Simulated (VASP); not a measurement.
# Se (Fm-3m) in VASP: a series of runs

Se is run at these levels: revPBE; tasks: single point, relaxation of cell and atoms.

Program: VASP 6.6.1. These are calculated values, not measurements. Logs are shortened: lines on timing, memory, paths and dates and some standing lists are left out, and cuts for length are marked.

**1. The cell of the first run**

It takes space group Fm-3m (No. 225, cubic). Conventional cell: a = 4.427 Å, b = 4.427 Å, c = 4.427 Å, α = 90.00°, β = 90.00°, γ = 90.00°. Within 4.1 Å of Se (site symmetry m-3m) lie 12 Se at 3.13 Å.

This isn't the form of Se at room conditions, which is trigonal, of chains.

**2. Single point, revPBE (21.69 Å³/atom)**

Contents of INCAR:

```
PREC     = Accurate       # precision mode
ENCUT    = 520            # plane-wave cutoff, eV
EDIFF    = 1E-6           # SCF threshold, eV
ISMEAR   = -1             # smearing method
SIGMA    = 0.1            # smearing width, eV
LREAL    = False          # projectors in reciprocal space
LASPH    = True           # aspherical terms in the spheres
NELM     = 60             # most SCF steps
ALGO     = Normal         # electronic algorithm
ISIF     = 2              # what is computed and relaxed
LWAVE    = False          # write WAVECAR
LCHARG   = False          # write CHGCAR
GGA      = RE             # functional
NBANDS   = 9              # bands
```

Contents of KPOINTS:

```
regular mesh
0
Gamma
  14 14 14
```

Contents of POSCAR:

```
Se
1.0
    0.0000000000      2.2135319435      2.2135319435
    2.2135319435      0.0000000000      2.2135319435
    2.2135319435      2.2135319435      0.0000000000
Se
1
Direct
    0.0000000000      0.0000000000      0.0000000000
```

Potentials or basis: VASP PAW PBE potentials, release 64 (Se).

Started as:

```
cat potpaw_PBE.64/Se/POTCAR > POTCAR
mpirun -np 1 vasp_std > vasp.out
```

OUTCAR:

```text
PREC = Accurate
   ENCUT = 520
   EDIFF = 1E-6
   ISMEAR = -1
   LREAL = False
   LASPH = True
   NELM = 60
   ISIF = 2
   GGA = RE

 ion  position               nearest neighbor table
   1  0.000  0.000  0.000-

  LATTYP: Found a face centered cubic cell.
 ALAT       =     4.4270638870

  Lattice vectors:

 A1 = (   0.0000000000,   2.2135319435,   2.2135319435)
 A2 = (   2.2135319435,   0.0000000000,   2.2135319435)
 A3 = (   2.2135319435,   2.2135319435,   0.0000000000)

Analysis of symmetry for initial positions (statically):
=====================================================================
 Subroutine PRICEL returns:
 Original cell was already a primitive cell.

 Routine SETGRP: Setting up the symmetry group for a
 face centered cubic supercell.

 Subroutine GETGRP returns: Found 48 space group operations
 (whereof 48 operations were pure point group operations)
 out of a pool of 48 trial point group operations.

The static configuration has the point symmetry O_h .

Analysis of symmetry for dynamics (positions and initial velocities):
=====================================================================
 Subroutine PRICEL returns:
 Original cell was already a primitive cell.

 Routine SETGRP: Setting up the symmetry group for a
 face centered cubic supercell.

 Subroutine GETGRP returns: Found 48 space group operations
 (whereof 48 operations were pure point group operations)
 out of a pool of 48 trial point group operations.

The dynamic configuration has the point symmetry O_h .

 Subroutine INISYM returns: Found 48 space group operations
 (whereof 48 operations are pure point group operations),
 and found     1 'primitive' translations

----------------------------------------------------------------------------------------

                                     Primitive cell

  volume of cell :      21.6914

  direct lattice vectors                    reciprocal lattice vectors
     0.000000000  2.213531944  2.213531944    -0.225883345  0.225883345  0.225883345
     2.213531944  0.000000000  2.213531944     0.225883345 -0.225883345  0.225883345
     2.213531944  2.213531944  0.000000000     0.225883345  0.225883345 -0.225883345

  length of vectors
     3.130406895  3.130406895  3.130406895     0.391241430  0.391241430  0.391241430

  position of ions in fractional coordinates (direct lattice)
     0.000000000  0.000000000  0.000000000

  ion indices of the primitive-cell ions
   primitive index   ion index
                 1           1

----------------------------------------------------------------------------------------

 KPOINTS: regular mesh

Automatic generation of k-mesh.
 Grid dimensions read from file:
 generate k-points for:   14   14   14

 Generating k-lattice:

  Cartesian coordinates                     Fractional coordinates (reciprocal lattice)
    -0.016134525  0.016134525  0.016134525     0.071428571  0.000000000  0.000000000
     0.016134525 -0.016134525  0.016134525     0.000000000  0.071428571  0.000000000
     0.016134525  0.016134525 -0.016134525     0.000000000  0.000000000  0.071428571

  Length of vectors
     0.027945816  0.027945816  0.027945816

  Shift w.r.t. Gamma in fractional coordinates (k-lattice)
     0.000000000  0.000000000  0.000000000

 Subroutine IBZKPT returns following result:
 ===========================================

 Found    104 irreducible k-points:

 Following reciprocal coordinates:
            Coordinates               Weight
  0.000000  0.000000  0.000000      1.000000
  0.071429  0.000000  0.000000      8.000000
  0.142857  0.000000  0.000000      8.000000
  0.214286  0.000000  0.000000      8.000000
  0.285714  0.000000  0.000000      8.000000
  0.357143  0.000000  0.000000      8.000000
[... 16 lines left out ...]
  0.214286  0.142857  0.000000     24.000000
  0.285714  0.142857  0.000000     24.000000
 [... further k-points ...]
   k-points           NKPTS =    104   k-points in BZ     NKDIM =    104   number of bands    NBANDS=      9
   number of dos      NEDOS =    301   number of ions     NIONS =      1
   total plane-waves  NPLWV =  13824
   dimension x,y,z NGX =    24 NGY =   24 NGZ =   24
   dimension x,y,z NGXF=    48 NGYF=   48 NGZF=   48
   ions per type =               1
   NGX,Y,Z   is equivalent  to a cutoff of  12.75, 12.75, 12.75 a.u.
   NGXF,Y,Z  is equivalent  to a cutoff of  25.49, 25.49, 25.49 a.u.
 SYSTEM =  unknown system
   PREC   = accura    normal or accurate (medium, high low for compatibility)
   ISTART =      0    job   : 0-new  1-cont  2-samecut
   ICHARG =      2    charge: 1-file 2-atom 10-const
   ISPIN  =      1    spin polarized calculation?
   LNONCOLLINEAR =      F non collinear calculations
   LSORBIT =      F    spin-orbit coupling
   LASPH  =      T    aspherical Exc in radial PAW
   ENCUT  =  520.0 eV  38.22 Ry    6.18 a.u.   5.82  5.82  5.82*2*pi/ulx,y,z
   NELM   =     60;   NELMIN=  2; NELMDL= -5     # of ELM steps
[... 22 lines left out ...]
  Fermi-wavevector in a.u.,A,eV,Ry     =   1.066668  2.015711 15.480459  1.137782
  Thomas-Fermi vector in A             =   2.202260
   LORBIT       =      0    0 simple, 1 ext, 2 COOP (PROOUT), +10 PAW based schemes
   GGA     = RE    functional components
   LHFCALC =     F    Hartree Fock is set to
   AEXX    =    0.0000 exact exchange contribution
   IVDW    =     0    specifies the selected vdW correction
   LEPSILON=     F    determine dielectric tensor
   LRPA    =     F    only Hartree local field effects (RPA)
 non-spin polarized calculation
  energy-cutoff  :      520.00
  volume of cell :       21.69
 maximum number of plane-waves:       598
   NGX = 11   NGY = 11   NGZ = 11

 number of electron       5.9999999 magnetization

 Free energy of the ion-electron system (eV)
  ---------------------------------------------------
  ext. energy  EPLUGINS =         0.00000000
  ---------------------------------------------------
  free energy    TOTEN  =        -2.41966447 eV

  energy without entropy =       -2.38426396  energy(sigma->0) =       -2.40196422

 E-fermi :   4.7198     XC(G=0): -10.2605

 val. band max:        4.7173196063   @ k =   0.3571   0.2143   0.0000
 cond. band min:       4.7450905159   @ k =  -0.4286   0.2857   0.0714
 fundamental gap:      0.0277709096
 Fermi energy:         4.7198417949

 k-point     1 :       0.0000    0.0000    0.0000
  band No.  band energies     occupation
      1     -10.7670      2.00000
      2       7.4308      0.00000
      3       7.4308      0.00000
      4       7.4308      0.00000
      5      15.0834      0.00000
      6      16.6180      0.00000
      7      16.6180      0.00000
      8      16.6180      0.00000
      9      20.1095      0.00000

 k-point     2 :       0.0714    0.0000    0.0000
  band No.  band energies     occupation
      1     -10.6738      2.00000
      2       6.7735      0.00000
      3       7.3573      0.00000
      4       7.3573      0.00000
      5      15.3938      0.00000
      6      16.3676      0.00000
      7      16.7946      0.00000
      8      16.7946      0.00000
      9      21.0109      0.00000

 k-point     3 :       0.1429    0.0000    0.0000
  band No.  band energies     occupation
      1     -10.3984      2.00000
      2       5.2464      0.01028
      3       7.1647      0.00000
      4       7.1647      0.00000
      5      14.9293      0.00000
      6      17.1755      0.00000
      7      17.1755      0.00000
      8      17.3000      0.00000
      9      20.4636      0.00000

 k-point     4 :       0.2143    0.0000    0.0000
  band No.  band energies     occupation
      1      -9.9551      2.00000
      2       3.4379      1.99999
      3       6.9148      0.00000
      4       6.9148      0.00000
      5      14.2182      0.00000
      6      17.2412      0.00000
      7      17.2412      0.00000
      8      18.8013      0.00000
      9      20.4138      0.00000
[... 205 lines left out ...]
 k-point    22 :       0.1429    0.1429    0.0000
  band No.  band energies     occupation
      1     -10.2749      2.00000
      2       5.6338      0.00021
      3       6.5067      0.00000
      4       6.5067      0.00000
      5      14.3953      0.00000
      6      16.1619      0.00000
      7      18.2385      0.00000
      8      18.2385      0.00000
      9      18.8622      0.00000

 k-point    23 :       0.2143    0.1429    0.0000
  band No.  band energies     occupation
      1      -9.9468      2.00000
      2       4.4232      1.90203
      3       6.1458      0.00000
      4       6.2660      0.00000
      5      13.9886      0.00000
      6      15.6199      0.00000
      7      18.0098      0.00000
      8      18.8337      0.00000
      9      20.2848      0.00000

 k-point    24 :       0.2857    0.1429    0.0000
  band No.  band energies     occupation
      1      -9.4636      2.00000
      2       2.8430      2.00000
      3       5.8575      0.00002
      4       5.9268      0.00001
      5      13.8015      0.00000
      6      15.4285      0.00000
      7      17.7336      0.00000
      8      18.8200      0.00000
      9      22.1425      0.00000

 [... further k-points ...]

------------------------ aborting loop because EDIFF is reached ----------------------------------------

  FORCE on cell =-STRESS in cart. coord.  units (eV):
  Direction    XX          YY          ZZ          XY          YZ          ZX
  --------------------------------------------------------------------------------------
  -------------------------------------------------------------------------------------
  Total       -0.3176027     -0.3176027     -0.3176027      0.0000000      0.0000000      0.0000000
  in kB      -23.4588832    -23.4588832    -23.4588832      0.0000000      0.0000000      0.0000000
  external PRESSURE =     -23.4588832 kB  Pullay stress =       0.0000000 kB

 VOLUME and BASIS-vectors are now :
 -----------------------------------------------------------------------------
  energy-cutoff  :      520.00
  volume of cell :       21.69
      direct lattice vectors                 reciprocal lattice vectors
     0.000000000  2.213531944  2.213531944    -0.225883345  0.225883345  0.225883345
     2.213531944  0.000000000  2.213531944     0.225883345 -0.225883345  0.225883345
     2.213531944  2.213531944  0.000000000     0.225883345  0.225883345 -0.225883345

 POSITION                                       TOTAL-FORCE (eV/Angst)
 -----------------------------------------------------------------------------------
      0.00000      0.00000      0.00000         0.000000      0.000000      0.000000
 -----------------------------------------------------------------------------------
    total drift:                                0.000000      0.000000      0.000000

  FREE ENERGIE OF THE ION-ELECTRON SYSTEM (eV)
  ---------------------------------------------------
  free  energy   TOTEN  =        -2.4196644710 eV

  energy  without entropy=       -2.3842639592  energy(sigma->0) =       -2.40196422
```

Run time: 16 s. Hardware: 1 thread of Intel Xeon 8259CL, shared host; peak memory 0.14 GiB.

What came out:

```
Free energy            : -2.4197 eV
Pressure               : -2.3 GPa
Band gap on the k mesh : zero (bands 3 and 4 overlap by 4.65 eV)
```

Levels at points of the mesh, in eV from the Fermi level:
```tsv
k point	band 1	band 2	band 3	band 4	band 5	band 6	band 7
(0.00, 0.00, 0.00)	-15.49	2.71	2.71	2.71	10.36	11.90	11.90
(0.50, 0.00, 0.00)	-12.64	-6.17	1.58	1.58	8.27	11.06	11.06
(0.50, 0.50, 0.00)	-11.56	-5.38	-0.75	-0.75	5.13	6.11	21.95
```

Caveat: the PAW data sets were made with another functional, which shifts forces and pressure a little.

**3. Single point, revPBE (22.53 Å³/atom)**

This run uses another cell than the first one, of 22.53 Å³/atom.

Contents of INCAR:

```
SYSTEM = Se
PREC = Accurate
ENCUT = 520
EDIFF = 1E-6
ISMEAR = -1
SIGMA = 0.1
LREAL = .False.
LASPH = .True.
NELM = 60
ALGO = Normal
ISIF = 2
LWAVE = .False.
LCHARG = .False.
GGA = RE
NBANDS = 9
```

Contents of KPOINTS:

```
Automatic mesh
0
Gamma
  14 14 14
  0 0 0
```

Contents of POSCAR:

```
Se
1.0
    0.0000000000      2.2415543100      2.2415543100
    2.2415543100      0.0000000000      2.2415543100
    2.2415543100      2.2415543100      0.0000000000
Se
1
Direct
    0.0000000000      0.0000000000      0.0000000000
```

Potentials or basis: VASP PAW PBE potentials, release 64 (Se).

Started as:

```
cat potpaw_PBE.64/Se/POTCAR > POTCAR
mpirun -np 1 vasp_std > vasp.out
```

Wall time 17 s (1 thread of Intel Xeon 8259CL, shared host); peak memory 0.15 GiB.

Results (log left out):

| Property | Result |
| --- | --- |
| Free energy | -2.4028 eV |
| Pressure | -4.1 GPa |
| Band gap on the k mesh | zero (bands 3 and 4 overlap by 4.35 eV) |

Levels at points of the mesh, in eV from the Fermi level:
```
           k point  band 1  band 2  band 3  band 4  band 5  band 6  band 7  band 8
(0.00, 0.00, 0.00)  -15.19    2.54    2.54    2.54    9.94   11.84   11.84   11.84
(0.50, 0.00, 0.00)  -12.54   -5.88    1.47    1.47    8.16   11.03   11.03   13.97
(0.50, 0.50, 0.00)  -11.55   -5.13   -0.71   -0.71    5.22    6.22   21.56   21.63
```

Caveat: the cell stands under tension; the PAW data sets were made with another functional, which shifts forces and pressure a little.

**4. Single point, revPBE (23.36 Å³/atom)**

This run uses another cell than the first one, of 23.36 Å³/atom.

Contents of INCAR:

```
  ALGO = Normal
  EDIFF = 1E-7
  ENCUT = 520
  GGA = RE
  ISIF = 2
  ISMEAR = -1
  LASPH = T
  LCHARG = F
  LREAL = F
  LWAVE = F
  NBANDS = 9
  NELM = 80
  PREC = Accurate
  SIGMA = 0.1
```

Contents of KPOINTS:

```
k-points
0
Gamma
  14 14 14
```

Contents of POSCAR:

```
Se
1.0
    0.0000000000      2.2688930325      2.2688930325
    2.2688930325      0.0000000000      2.2688930325
    2.2688930325      2.2688930325      0.0000000000
Se
1
Direct
    0.0000000000      0.0000000000      0.0000000000
```

Started as:

```
cat potpaw_PBE.64/Se/POTCAR > POTCAR
mpirun -np 1 vasp_std > vasp.out
```

It took 20 s on 1 thread of Intel Xeon 8259CL, shared host; peak memory 0.15 GiB.

The run converged. Its results:

```yaml
Free_energy: -2.3778 eV
Pressure: -5.5 GPa
Band_gap_on_the_k_mesh: zero (bands 3 and 4 overlap by 4.07 eV)
```

Levels at points of the mesh, in eV from the Fermi level:
| k point | band 1 | band 2 | band 3 | band 4 | band 5 | band 6 | band 7 |
| --- | --- | --- | --- | --- | --- | --- | --- |
| (0.00, 0.00, 0.00) | -14.91 | 2.38 | 2.38 | 2.38 | 9.56 | 11.78 | 11.78 |
| (0.50, 0.00, 0.00) | -12.44 | -5.61 | 1.38 | 1.38 | 8.06 | 11.00 | 11.00 |
| (0.50, 0.50, 0.00) | -11.53 | -4.89 | -0.68 | -0.68 | 5.31 | 6.33 | 21.03 |

Caveat: the cell stands under tension; the PAW data sets were made with another functional, which shifts forces and pressure a little.

**5. Relaxation of cell and atoms, revPBE**

This run uses another cell than the first one, of 21.81 Å³/atom.

Contents of INCAR:

```
SYSTEM = Se
  PREC = Accurate
  ENCUT = 600
  EDIFF = 1E-6
  ISMEAR = -1
  SIGMA = 0.1
  LREAL = .False.
  LASPH = .True.
  NELM = 60
  ALGO = Normal
  ISIF = 3
  LWAVE = .False.
  LCHARG = .False.
  GGA = RE
  IBRION = 2
  NSW = 80
  EDIFFG = -0.01
```

Contents of KPOINTS:

```
Automatic mesh
0
Gamma
  12 12 12
  0 0 0
```

Contents of POSCAR:

```
Se
1.0
    0.0000000000      2.2175113317      2.2175113317
    2.2175113317      0.0000000000      2.2175113317
    2.2175113317      2.2175113317      0.0000000000
Se
1
Direct
    0.0000000000      0.0000000000      0.0000000000
```

Started as:

```
cat potpaw_PBE.64/Se/POTCAR > POTCAR
mpirun -np 1 vasp_std > vasp.out
```

It took 59 s on 1 thread of Intel Xeon 8259CL, shared host; peak memory 0.16 GiB.

Results (log left out):

```yaml
Free_energy: -2.4293 eV
Relaxed_volume: 20.83 Å³/atom
Relaxed_cell: a = 3.089 Å, b = 3.089 Å, c = 3.089 Å, α = 60.00°, β = 60.00°, γ = 60.00°
Space_group_after_relaxing_to_0.1_Å: Fm-3m (No. 225)
Energy_gained_by_relaxing: 8.4 meV/atom
Ionic_steps: 3
Pressure_after_relaxing: 0.0 GPa
Band_gap_on_the_k_mesh: zero (bands 3 and 4 overlap by 5.04 eV)
```

The path:
| step | energy change (eV) | largest force (eV/Å) | pressure (GPa) | volume (Å³) |
| --- | --- | --- | --- | --- |
| 1 | 0.0000 | 0.0000 | -2.66 | 21.81 |
| 2 | -0.0082 | 0.0000 | 0.47 | 20.69 |
| 3 | -0.0084 | 0.0000 | 0.00 | 20.83 |

Final structure:
```
Se
1.0
     0.00000    2.18399    2.18399
     2.18399    0.00000    2.18399
     2.18399    2.18399    0.00000
Se
1
Cartesian
  0.0000 0.0000 0.0000
```

Levels at points of the mesh, in eV from the Fermi level:
```
           k point  band 1  band 2  band 3  band 4  band 5  band 6
(0.00, 0.00, 0.00)  -15.82    2.91    2.91    2.91   10.85   11.97
(0.50, 0.00, 0.00)  -12.75   -6.48    1.70    1.70    8.41   11.11
(0.50, 0.50, 0.00)  -11.58   -5.65   -0.77   -0.77    5.05    6.00
```

Caveat: the PAW data sets were made with another functional, which shifts forces and pressure a little.

**6. Single point, revPBE**

This run uses another cell than the first one, of 20.86 Å³/atom.

Contents of INCAR:

```
PREC     = Accurate       # precision mode
ENCUT    = 520            # plane-wave cutoff, eV
EDIFF    = 1E-7           # SCF threshold, eV
ISMEAR   = -1             # smearing method
SIGMA    = 0.1            # smearing width, eV
LREAL    = False          # projectors in reciprocal space
LASPH    = True           # aspherical terms in the spheres
NELM     = 60             # most SCF steps
ALGO     = Normal         # electronic algorithm
ISIF     = 2              # what is computed and relaxed
LWAVE    = False          # write WAVECAR
LCHARG   = False          # write CHGCAR
GGA      = RE             # functional
NBANDS   = 9              # bands
```

Contents of KPOINTS:

```
regular mesh
0
Gamma
  20 20 20
```

Contents of POSCAR:

```
Se
1.0
    0.0000000000      2.1847815212      2.1847815212
    2.1847815212      0.0000000000      2.1847815212
    2.1847815212      2.1847815212      0.0000000000
Se
1
Direct
    0.0000000000      0.0000000000      0.0000000000
```

Potentials or basis: VASP PAW PBE potentials, release 64 (Se).

Started as:

```
cat potpaw_PBE.64/Se/POTCAR > POTCAR
mpirun -np 1 vasp_std > vasp.out
```

Wall time 55 s (1 thread of Intel Xeon 8259CL, shared host); peak memory 0.17 GiB.

The run converged. Its results:

```
Free energy            : -2.4289 eV
Pressure               : -0.2 GPa
Band gap on the k mesh : zero (bands 3 and 4 overlap by 5.03 eV)
```

Levels at points of the mesh, in eV from the Fermi level:
```tsv
k point	band 1	band 2	band 3	band 4	band 5	band 6	band 7
(0.00, 0.00, 0.00)	-15.81	2.90	2.90	2.90	10.83	11.97	11.97
(0.50, 0.00, 0.00)	-12.75	-6.48	1.70	1.70	8.40	11.10	11.10
(0.50, 0.50, 0.00)	-11.58	-5.65	-0.78	-0.78	5.05	6.00	22.37
```

Caveat: the PAW data sets were made with another functional, which shifts forces and pressure a little.

**7. Summary**

```csv
task,cell,k mesh,cutoff (eV),gap on the mesh (eV),pressure (GPa)
single point,"a = 3.130 Å, angles 60.0°, 1 atom",14 × 14 × 14,520,none,-2.3
single point,"a = 3.170 Å, angles 60.0°, 1 atom",14 × 14 × 14,520,none,-4.1
single point,"a = 3.209 Å, angles 60.0°, 1 atom",14 × 14 × 14,520,none,-5.5
relaxation of cell and atoms,"relaxed from a = 3.136 Å, angles 60.0°, 1 atom",12 × 12 × 12,600,none,0.0
single point,"a = 3.090 Å, angles 60.0°, 1 atom",20 × 20 × 20,520,none,-0.2
```

Alike in all rows: level revPBE; potentials or basis VASP PAW PBE potentials, release 64 (Se); no spin polarisation; smearing fermi-dirac 0.1 eV.

Caveats: the PAW data sets were made with another functional, which shifts forces and pressure a little; the cell stands under tension (at least some runs).

Absolute energies hang on the potentials; compare differences alone.

The gap in the log of VASP goes by the Fermi energy; the results here count the filled bands.